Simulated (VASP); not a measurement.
Ta:

```xyz
1
Lattice="2.6851 0.0000 0.0000 0.0000 2.6851 0.0000 0.0000 0.0000 2.6851" Properties=species:S:1:pos:R:3 pbc="T T T"
Ta    0.0000    0.0000    0.0000
```

This isn't the form of Ta at room conditions, which is bcc.

| Property | Result |
| --- | --- |
| Program | VASP 6.6.1 |
| Task | relaxation of cell and atoms |
| Functional | r2SCAN |
| Potentials or basis | VASP PAW PBE potentials, release 64 (Ta_sv_GW) |
| Cutoff | 550 eV |
| k mesh | 6 × 6 × 6 |
| Occupations | gaussian, width 0.1 eV |
| Spin | no spin polarisation |

At the start: pressure 9.0 GPa; volume 19.36 Å³/atom.

Task: How do energy, volume and symmetry change on relaxing?

Result: Over 3 steps the energy falls by 26.8 meV/atom and the volume is 20.39 Å³/atom (+5.3 %); space group Pm-3m (No. 221, to 0.1 Å) before and after.

The path:
```
step  energy change (eV)  largest force (eV/Å)  pressure (GPa)  volume (Å³)
   1              0.0000                0.0000            8.97        19.36
   2              0.0747                0.0000          -13.59        22.56
   3             -0.0268                0.0000           -0.27        20.39
```

Final structure:
```
CELL_PARAMETERS angstrom
2.73203 0.00000 0.00000
0.00000 2.73203 0.00000
0.00000 0.00000 2.73203
ATOMIC_POSITIONS crystal
Ta 0.00000 0.00000 0.00000
```

Caveat: the k points lie up to 0.38 Å⁻¹ apart in the final cell, too coarse for converged energies and pressures of a metal; the PAW data sets were made with another functional, which shifts forces and pressure a little.
